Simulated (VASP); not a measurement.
# Si2Ni (Fd-3m) in VASP: further runs

Runs on Si2Ni. Level: PBE. Tasks: single point.

Program: VASP 6.6.1. These are calculated values, not measurements. Logs are shortened: lines on timing, memory, paths and dates and some standing lists are left out, and cuts for length are marked.

## 1. The cell of the first run

It takes space group Fd-3m (No. 227, cubic). The conventional cell has a = 7.006 Å, b = 7.006 Å, c = 7.006 Å, α = 90.00°, β = 90.00°, γ = 90.00°. Si (site symmetry -3m) has 2 Ni at 1.52 Å within 2.0 Å. Ni (site symmetry -43m) has 4 Si at 1.52 Å within 2.0 Å.

## 2. Single point, PBE, collinear spin, ferromagnetic start

The input, INCAR:

```
SYSTEM = Si2Ni
  PREC = Accurate
  ENCUT = 520
  EDIFF = 1E-6
  ISMEAR = 0
  SIGMA = 0.1
  LREAL = .FALSE.
  LASPH = .TRUE.
  NELM = 150
  ALGO = Normal
  ISIF = 2
  LWAVE = .FALSE.
  LCHARG = .TRUE.
  ISPIN = 2
  MAGMOM = 0 0 0 0 2 2
  LORBIT = 11
  LMAXMIX = 4
  GGA = PE
  LELF = .TRUE.
  LVHAR = .TRUE.
  NBANDS = 31
```

The input, KPOINTS:

```
regular mesh
0
G
  4 4 4
  0 0 0
```

The input, POSCAR:

```
Si2Ni
1.0
    0.0000000000      3.5028922900      3.5028922900
    3.5028922900      0.0000000000      3.5028922900
    3.5028922900      3.5028922900      0.0000000000
Si Ni
4 2
Direct
    0.6250000000      0.6250000000      0.6250000000
    0.6250000000      0.6250000000      0.1250000000
    0.6250000000      0.1250000000      0.6250000000
    0.1250000000      0.6250000000      0.6250000000
    0.7500000000      0.7500000000      0.7500000000
    0.5000000000      0.5000000000      0.5000000000
```

Potentials or basis: VASP PAW PBE potentials, release 64 (Si, Ni).

The run is started by

```bash
$ cat potpaw_PBE.64/Si/POTCAR potpaw_PBE.64/Ni/POTCAR > POTCAR
$ mpirun -np 1 vasp_std > vasp.out
```

OUTCAR:

```text
SYSTEM = Si2Ni
   PREC = Accurate
   ENCUT = 520
   EDIFF = 1E-6
   ISMEAR = 0
   LREAL = .FALSE.
   LASPH = .TRUE.
   NELM = 150
   ISIF = 2
   ISPIN = 2
   LORBIT = 11
   GGA = PE

 ion  position               nearest neighbor table
   1  0.625  0.625  0.625-   5 1.52   6 1.52   4 2.48   2 2.48   3 2.48   2 2.48   3 2.48   4 2.48

   2  0.625  0.625  0.125-   5 1.52   6 1.52   1 2.48   1 2.48   3 2.48   4 2.48   3 2.48   4 2.48

   3  0.625  0.125  0.625-   5 1.52   6 1.52   1 2.48   2 2.48   1 2.48   2 2.48   4 2.48   4 2.48
[... 5 lines left out ...]
   6  0.500  0.500  0.500-   1 1.52   2 1.52   3 1.52   4 1.52   5 3.03   5 3.03   5 3.03   5 3.03

 -----------------------------------------------------------------------------
|                                                                             |
|           W    W    AA    RRRRR   N    N  II  N    N   GGGG   !!!           |
|           W    W   A  A   R    R  NN   N  II  NN   N  G    G  !!!           |
|           W    W  A    A  R    R  N N  N  II  N N  N  G       !!!           |
|           W WW W  AAAAAA  RRRRR   N  N N  II  N  N N  G  GGG   !            |
|           WW  WW  A    A  R   R   N   NN  II  N   NN  G    G                |
|           W    W  A    A  R    R  N    N  II  N    N   GGGG   !!!           |
|                                                                             |
|     The distance between some ions is very small. Please check the          |
|     nearest-neighbor list in the OUTCAR file.                               |
|     I HOPE YOU KNOW WHAT YOU ARE DOING!                                     |
|                                                                             |
 -----------------------------------------------------------------------------

  LATTYP: Found a face centered cubic cell.
 ALAT       =     7.0057845800

  Lattice vectors:

 A1 = (   0.0000000000,   3.5028922900,   3.5028922900)
 A2 = (   3.5028922900,   0.0000000000,   3.5028922900)
 A3 = (   3.5028922900,   3.5028922900,   0.0000000000)

Analysis of symmetry for initial positions (statically):
=====================================================================
 Subroutine PRICEL returns:
 Original cell was already a primitive cell.

 Routine SETGRP: Setting up the symmetry group for a
 face centered cubic supercell.

 Subroutine GETGRP returns: Found 48 space group operations
 (whereof 24 operations were pure point group operations)
 out of a pool of 48 trial point group operations.

The static configuration has the point symmetry T_d .
 The point group associated with its full space group is O_h .

Analysis of symmetry for dynamics (positions and initial velocities):
=====================================================================
 Subroutine PRICEL returns:
 Original cell was already a primitive cell.

 Routine SETGRP: Setting up the symmetry group for a
 face centered cubic supercell.

 Subroutine GETGRP returns: Found 48 space group operations
 (whereof 24 operations were pure point group operations)
 out of a pool of 48 trial point group operations.

The dynamic configuration has the point symmetry T_d .
 The point group associated with its full space group is O_h .

Analysis of structural, dynamic, and magnetic symmetry:
=====================================================================
 Subroutine PRICEL returns:
 Original cell was already a primitive cell.

 Routine SETGRP: Setting up the symmetry group for a
 face centered cubic supercell.

 Subroutine GETGRP returns: Found 48 space group operations
 (whereof 24 operations were pure point group operations)
 out of a pool of 48 trial point group operations.

The overall configuration has the point symmetry T_d .
 The point group associated with its full space group is O_h .

 Subroutine INISYM returns: Found 48 space group operations
 (whereof 24 operations are pure point group operations),
 and found     1 'primitive' translations

----------------------------------------------------------------------------------------

                                     Primitive cell

  volume of cell :      85.9628

  direct lattice vectors                    reciprocal lattice vectors
     0.000000000  3.502892290  3.502892290    -0.142739188  0.142739188  0.142739188
     3.502892290  0.000000000  3.502892290     0.142739188 -0.142739188  0.142739188
     3.502892290  3.502892290  0.000000000     0.142739188  0.142739188 -0.142739188

[... 63 lines left out ...]
   NGXF,Y,Z  is equivalent  to a cutoff of  26.85, 26.85, 26.85 a.u.
 SYSTEM =  Si2Ni
   PREC   = accura    normal or accurate (medium, high low for compatibility)
   ISTART =      0    job   : 0-new  1-cont  2-samecut
   ICHARG =      2    charge: 1-file 2-atom 10-const
   ISPIN  =      2    spin polarized calculation?
   LNONCOLLINEAR =      F non collinear calculations
   LSORBIT =      F    spin-orbit coupling
   LASPH  =      T    aspherical Exc in radial PAW
   ENCUT  =  520.0 eV  38.22 Ry    6.18 a.u.   9.21  9.21  9.21*2*pi/ulx,y,z
   NELM   =    150;   NELMIN=  2; NELMDL= -5     # of ELM steps
   EDIFF  = 0.1E-05   stopping-criterion for ELM
   LREAL  =      F    real-space projection
   EDIFFG = 0.1E-04   stopping-criterion for IOM
   NSW    =      0    number of steps for IOM
   IBRION =     -1    ionic relax: 0-MD 1-quasi-New 2-CG
   NFREE  =      0    steps in history (QN), initial steepest desc. (CG)
   ISIF   =      2    stress and relaxation
   ISYM   =      2    0-nonsym 1-usesym 2-fastsym
   POTIM  = 0.5000    time-step for ionic-motion
   TEBEG  =    0.0;   TEEND  =   0.0 temperature during run
   PSTRESS=    0.0 pullay stress
   NELECT =      36.0000    total number of electrons
   NUPDOWN=      -1.0000    fix difference up-down
   EMIN   =  10.00;   EMAX   =-10.00  energy-range for DOS
   EFERMI =   0.00;   METHOD = LEGACY
   ISMEAR =     0;   SIGMA  =   0.10  broadening in eV -4-tet -1-fermi 0-gaus
   EFERMI_NEDOS =   21; number of points for ismear=-14 and -15
   IALGO  =     38    algorithm
   IMIX   =      4    mixing-type and parameters
     AMIX     =   0.40;   BMIX     =  1.00
     AMIX_MAG =   1.60;   BMIX_MAG =  1.00
  volume/ion in A,a.u.               =      14.33        96.68
  Fermi-wavevector in a.u.,A,eV,Ry     =   1.224820  2.314574 20.411238  1.500184
  Thomas-Fermi vector in A             =   2.359880
   LORBIT       =     11    0 simple, 1 ext, 2 COOP (PROOUT), +10 PAW based schemes
   GGA     = PE    functional components
   LHFCALC =     F    Hartree Fock is set to
   AEXX    =    0.0000 exact exchange contribution
   IVDW    =     0    specifies the selected vdW correction
   LEPSILON=     F    determine dielectric tensor
   LRPA    =     F    only Hartree local field effects (RPA)
 spin polarized calculation
 Gauss-broadening in eV      SIGMA  =   0.10
  energy-cutoff  :      520.00
  volume of cell :       85.96
 maximum number of plane-waves:      2332
 NGX is ok and might be reduce to    40
   NGX = 19   NGY = 19   NGZ = 19

 number of electron      36.0000015 magnetization       0.0000166

 number of electron      36.0000015 magnetization      -0.0000149

 Free energy of the ion-electron system (eV)
  ---------------------------------------------------
  ext. energy  EPLUGINS =         0.00000000
  ---------------------------------------------------
  free energy    TOTEN  =        22.66418885 eV

  energy without entropy =       22.66508712  energy(sigma->0) =       22.66463799

 E-fermi :   9.5416     XC(G=0): -10.0128

 val. band max:        9.3970194827   @ k =   0.5000   0.0000   0.0000
 cond. band min:       9.6977130420   @ k =   0.2500   0.2500   0.0000
 fundamental gap:      0.3006935593
 Fermi energy:         9.5415989901

 spin component 1

 k-point     1 :       0.0000    0.0000    0.0000
  band No.  band energies     occupation
      1      -4.7419      1.00000
      2      -1.1657      1.00000
      3      -1.1657      1.00000
      4      -1.1657      1.00000
      5      -1.1341      1.00000
      6      -1.1341      1.00000
[... 253 lines left out ...]
     29      16.8814      0.00000
     30      16.8814      0.00000
 Fermi energy:         9.5415989901

 spin component 2

 k-point     1 :       0.0000    0.0000    0.0000
  band No.  band energies     occupation
      1      -4.7419      1.00000
      2      -1.1657      1.00000
      3      -1.1657      1.00000
      4      -1.1657      1.00000
      5      -1.1341      1.00000
      6      -1.1341      1.00000
[... 253 lines left out ...]
     29      16.8814      0.00000
     30      16.8814      0.00000
 [bands above 30 left out]

------------------------ aborting loop because EDIFF is reached ----------------------------------------

  FORCE on cell =-STRESS in cart. coord.  units (eV):
  Direction    XX          YY          ZZ          XY          YZ          ZX
  --------------------------------------------------------------------------------------
  -------------------------------------------------------------------------------------
  Total      137.7467092    137.7467092    137.7467092     -0.0000000     -0.0000000      0.0000000
  in kB     2567.3286568   2567.3286568   2567.3286568     -0.0000000     -0.0000000      0.0000000
  external PRESSURE =    2567.3286568 kB  Pullay stress =       0.0000000 kB

 VOLUME and BASIS-vectors are now :
 -----------------------------------------------------------------------------
  energy-cutoff  :      520.00
  volume of cell :       85.96
      direct lattice vectors                 reciprocal lattice vectors
     0.000000000  3.502892290  3.502892290    -0.142739188  0.142739188  0.142739188
     3.502892290  0.000000000  3.502892290     0.142739188 -0.142739188  0.142739188
     3.502892290  3.502892290  0.000000000     0.142739188  0.142739188 -0.142739188

 POSITION                                       TOTAL-FORCE (eV/Angst)
 -----------------------------------------------------------------------------------
      4.37862      4.37862      4.37862         0.000000      0.000000     -0.000000
      2.62717      2.62717      4.37862         0.000000      0.000000     -0.000000
      2.62717      4.37862      2.62717         0.000000      0.000000     -0.000000
      4.37862      2.62717      2.62717         0.000000      0.000000     -0.000000
      5.25434      5.25434      5.25434        -0.000000     -0.000000     -0.000000
      3.50289      3.50289      3.50289         0.000000     -0.000000      0.000000
 -----------------------------------------------------------------------------------
    total drift:                               -0.000000      0.000000      0.000000

  FREE ENERGIE OF THE ION-ELECTRON SYSTEM (eV)
  ---------------------------------------------------
  free  energy   TOTEN  =        22.6641888497 eV

  energy  without entropy=       22.6650871227  energy(sigma->0) =       22.66463799

 total charge

# of ion       s       p       d       tot
------------------------------------------
    1        0.968   1.307   0.000   2.274
    2        0.968   1.307   0.000   2.274
    3        0.968   1.307   0.000   2.274
    4        0.968   1.307   0.000   2.274
    5        1.220   2.065   9.643  12.927
    6        1.220   2.065   9.643  12.927
--------------------------------------------------
tot          6.310   9.355  19.287  34.952

 magnetization (x)

# of ion       s       p       d       tot
------------------------------------------
    1       -0.000  -0.000   0.000  -0.000
    2       -0.000  -0.000   0.000  -0.000
    3       -0.000  -0.000   0.000  -0.000
    4       -0.000  -0.000   0.000  -0.000
    5       -0.000  -0.000  -0.000  -0.000
    6       -0.000  -0.000  -0.000  -0.000
--------------------------------------------------
tot         -0.000  -0.000  -0.000  -0.000
```

Run time: 72 s. Hardware: 1 thread of AMD EPYC 7R43 (Zen 3), shared host; peak memory 0.25 GiB.

Results:

* Free energy: 22.6642 eV
* Pressure: 256.7 GPa
* Band gap on the k mesh: 0.30 eV, indirect (least direct gap 1.47 eV)
* Net moment: 0.00 μB per cell
* Valence electrons inside the program's atomic spheres: Si 2.27; Ni 12.93

Levels at points of the mesh, in eV from the valence-band top:
Spin up:
```
           k point  band 14  band 15  band 16  band 17  band 18  band 19  band 20  band 21  band 22  band 23
(0.00, 0.00, 0.00)    -5.48    -5.48    -4.60    -4.60    -4.60     0.89     0.89     1.98     3.06     3.06
(0.50, 0.00, 0.00)    -6.71    -5.72    -3.34    -3.34     0.00     1.47     1.47     2.01     3.11     3.11
(0.50, 0.50, 0.00)    -8.00    -4.28    -4.28    -0.90    -0.90     2.44     2.44     2.56     2.56     4.70
```
Spin down:
```csv
k point,band 15,band 16,band 17,band 18,band 19,band 20,band 21,band 22
"(0.00, 0.00, 0.00)",-5.48,-4.60,-4.60,-4.60,0.89,0.89,1.98,3.06
"(0.50, 0.00, 0.00)",-5.72,-3.34,-3.34,0.00,1.47,1.47,2.01,3.11
"(0.50, 0.50, 0.00)",-4.28,-4.28,-0.90,-0.90,2.44,2.44,2.56,2.56
```

Caveat: the starting moments collapsed, and a magnetic state may lie lower. A k mesh can miss the band edges.

## 3. Single point, PBE

This run uses another cell than the first one, of 37.55 Å³/atom, 2.621 times its volume.

The input, INCAR:

```
ALGO = Normal
EDIFF = 1E-7
ENCUT = 520
GGA = PE
ISIF = 2
ISMEAR = 0
LASPH = T
LCHARG = F
LREAL = F
LWAVE = F
NBANDS = 27
NELM = 60
PREC = Accurate
SIGMA = 0.02
```

The input, KPOINTS:

```
k-points
0
Gamma
  6 6 6
```

The input, POSCAR:

```
Si2Ni
1.0
    0.0000000000      4.8295562950      4.8295562950
    4.8295562950      0.0000000000      4.8295562950
    4.8295562950      4.8295562950      0.0000000000
Si Ni
4 2
Direct
    0.1250000000      0.1250000000      0.1250000000
    0.1250000000      0.1250000000      0.6250000000
    0.1250000000      0.6250000000      0.1250000000
    0.6250000000      0.1250000000      0.1250000000
    0.2500000000      0.2500000000      0.2500000000
    0.0000000000      0.0000000000      0.0000000000
```

Potentials or basis: VASP PAW PBE potentials, release 64 (Si, Ni).

The run is started by

```bash
$ cat potpaw_PBE.64/Si/POTCAR potpaw_PBE.64/Ni/POTCAR > POTCAR
$ mpirun -np 1 vasp_std > vasp.out
```

Run time: 2.3 min. Hardware: 1 thread of AMD EPYC 7R43 (Zen 3), shared host; peak memory 0.38 GiB.

Results (log left out):

| Quantity | Value |
| --- | --- |
| Free energy | -28.7403 eV |
| Pressure | 0.0 GPa |
| Band gap on the k mesh | 1.02 eV, indirect (least direct gap 1.11 eV) |

Levels at points of the mesh, in eV from the valence-band top:
```
           k point  band 14  band 15  band 16  band 17  band 18  band 19  band 20  band 21  band 22  band 23
(0.00, 0.00, 0.00)    -2.14    -2.14    -1.69    -1.69    -1.69     1.25     1.25     3.27     3.30     3.30
(0.50, 0.00, 0.00)    -2.34    -2.34    -0.99    -0.99    -0.01     1.54     1.68     1.68     1.68     1.68
(0.50, 0.50, 0.00)    -2.72    -1.60    -1.60     0.00     0.00     1.51     1.51     1.62     1.62     1.95
```

A k mesh can miss the band edges. Spin polarisation is off, so any magnetic state and its effect on volume and gap are missing.

[end of part 1 of 2]
